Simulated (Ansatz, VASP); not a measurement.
## Ge in VASP and in Ansatz

```xyz
1
Lattice="1.2924 -2.4055 0.0000 1.2924 2.4055 0.0000 0.0000 0.0000 2.6982" Properties=species:S:1:pos:R:3 pbc="T T T"
Ge    1.2924    0.0000    0.0000
```

Change from the starting cell: strain -0.0750 x Voigt [1, 1, 0, 0, 0, 0], atoms carried along.

Alike in both runs: task single point; functional PBEsol; k mesh 20 × 20 × 18; occupations gaussian, width 0.15 eV; no spin polarisation.

|  | VASP | Ansatz |
| --- | --- | --- |
| version | VASP 6.6.1 | Ansatz 0.2.0 |
| potentials or method | VASP PAW PBE potentials, release 64 (Ge_d), cutoff 520 eV | scalar-relativistic, plane waves, PAW |
| valence electrons in the cell | 14 | 14 |

|  | VASP | Ansatz | Ansatz less VASP |
| --- | --- | --- | --- |
| gap on the k mesh at the Fermi level (eV) | none | none | - |
| pressure (GPa) | 10.3 | 10.2 | -0.04 |
| traceless stress, the component that is largest in VASP (GPa) | -12.35 | -12.33 | +0.022 |

VASP's potentials were made for PBE, not for PBEsol. A gap of «none» marks a metal or a gap that the smearing closes. The functional is the same, so the differences come from potentials, cutoffs and numerics.
